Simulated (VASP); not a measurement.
Crystal: SnGeH6.

```
Sn Ge H
1.0
    -0.03386    3.66952    3.65229
     3.79526   -0.01345    3.63187
     3.83836    3.69221   -0.05655
Sn Ge H
1 1 6
Direct
  0.51411 0.49766 0.49073
  0.00442 0.00366 0.99533
  0.76202 0.23228 0.24296
  0.23718 0.75942 0.77019
  0.22759 0.75958 0.24059
  0.75968 0.23166 0.77249
  0.24296 0.22613 0.76576
  0.76733 0.76820 0.22457
```

```yaml
Program: VASP 6.6.1
Task: relaxation of cell and atoms
Functional: PBEsol
Potentials_or_basis: VASP PAW PBE potentials, release 64 (Sn_d, Ge_d, H)
Cutoff: 600 eV
k_mesh: 4 × 4 × 4
Occupations: fermi-dirac, width 0.05 eV
Spin: no spin polarisation
```

At the start: pressure 0.7 GPa; volume 12.97 Å³/atom.

How do energy, volume and symmetry change on relaxing?

Over 17 steps the energy falls by 9.2 meV/atom and the volume is 13.14 Å³/atom (+1.3 %); space group Cm (No. 8, to 0.1 Å) before, Fm-3m (No. 225, to 0.1 Å).

The path:
| step | energy change (eV) | largest force (eV/Å) | pressure (GPa) | volume (Å³) |
| --- | --- | --- | --- | --- |
| 1 | 0.0000 | 0.2593 | 0.67 | 103.76 |
| 2 | -0.0483 | 0.1935 | 0.16 | 104.56 |
| 3 | -0.0633 | 0.1293 | -0.21 | 105.29 |
| 4 | -0.0665 | 0.0910 | -0.08 | 105.03 |
| 5 | -0.0693 | 0.0738 | 0.32 | 104.38 |
| 6 | -0.0712 | 0.0387 | 0.13 | 104.86 |
| 7 | -0.0715 | 0.0467 | 0.04 | 105.08 |
| 8 | -0.0715 | 0.0503 | 0.01 | 105.18 |
| 9 | -0.0723 | 0.0276 | -0.06 | 105.29 |
| 10 | -0.0727 | 0.0334 | -0.13 | 105.42 |
| 11 | -0.0731 | 0.0136 | 0.04 | 105.08 |
| 12 | -0.0731 | 0.0140 | 0.04 | 105.06 |
| 13 | -0.0731 | 0.0152 | 0.06 | 105.03 |
| 14 | -0.0733 | 0.0135 | 0.04 | 105.05 |
| 15 | -0.0733 | 0.0136 | 0.01 | 105.08 |
| 16 | -0.0734 | 0.0134 | 0.02 | 105.11 |
| 17 | -0.0734 | 0.0070 | 0.01 | 105.10 |

Final structure:
```xyz
8
Lattice="-0.0013 3.7432 3.7433 3.7441 -0.0013 3.7421 3.7467 3.7463 -0.0057" Properties=species:S:1:pos:R:3 pbc="T T T"
Sn    3.7369    3.7521    3.7357
Ge    3.7351    0.0069    3.7385
H     1.7317    3.7530    3.7390
H     5.7405    3.7517    3.7356
H     3.7336    1.7483    3.7274
H     3.7369    5.7566    3.7483
H     3.7388    3.7665    1.7329
H     3.7334    3.7390    5.7410
```

Caveat: the k points lie up to 0.36 Å⁻¹ apart in the final cell, too coarse for converged energies and pressures of a metal; the PAW data sets were made with another functional, which shifts forces and pressure a little.
